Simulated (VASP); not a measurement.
The system is Si2C.

```
Si C
1.0
    -2.83329    2.83329    2.35844
     2.83329   -2.83329    2.35844
     2.83329    2.83329   -2.35844
Si C
4 2
Direct
  0.66700 0.16700 0.83400
  0.16700 0.33300 0.50000
  0.33300 0.83300 0.16600
  0.83300 0.66700 0.50000
  0.25000 0.25000 0.00000
  0.75000 0.75000 0.00000
```

```yaml
Program: VASP 6.6.1
Task: relaxation of cell and atoms
Functional: PBE
Potentials_or_basis: VASP PAW PBE potentials, release 64 (Si, C)
Cutoff: 600 eV
k_mesh: 6 × 6 × 6
Occupations: gaussian, width 0.1 eV
Spin: no spin polarisation
```

At the start: pressure -8.2 GPa; volume 12.62 Å³/atom.

Q: Where does the relaxation end?

A: Over 9 steps the energy falls by 37.2 meV/atom and the volume is 11.49 Å³/atom (-8.9 %); space group I4/mcm (No. 140, to 0.05 Å).

Step by step:
| step | energy change (eV) | largest force (eV/Å) | pressure (GPa) | volume (Å³) |
| --- | --- | --- | --- | --- |
| 1 | 0.0000 | 0.1949 | -8.23 | 75.73 |
| 2 | -0.2013 | 0.0510 | -0.13 | 68.84 |
| 3 | -0.2015 | 0.0452 | 0.15 | 68.66 |
| 4 | -0.2206 | 0.0607 | 0.61 | 68.33 |
| 5 | -0.2208 | 0.0589 | 0.66 | 68.31 |
| 6 | -0.2208 | 0.0584 | 0.68 | 68.30 |
| 7 | -0.2225 | 0.0567 | 0.03 | 68.77 |
| 8 | -0.2226 | 0.0564 | -0.17 | 68.92 |
| 9 | -0.2234 | 0.0360 | -0.15 | 68.95 |

Final structure:
```
Si C
1.0
    -2.76733    2.76733    2.25103
     2.76733   -2.76733    2.25103
     2.76733    2.76733   -2.25103
Si C
4 2
Direct
  0.66962 0.16962 0.83925
  0.16962 0.33038 0.50000
  0.33038 0.83038 0.16075
  0.83038 0.66962 0.50000
  0.25000 0.25000 0.00000
  0.75000 0.75000 0.00000
```
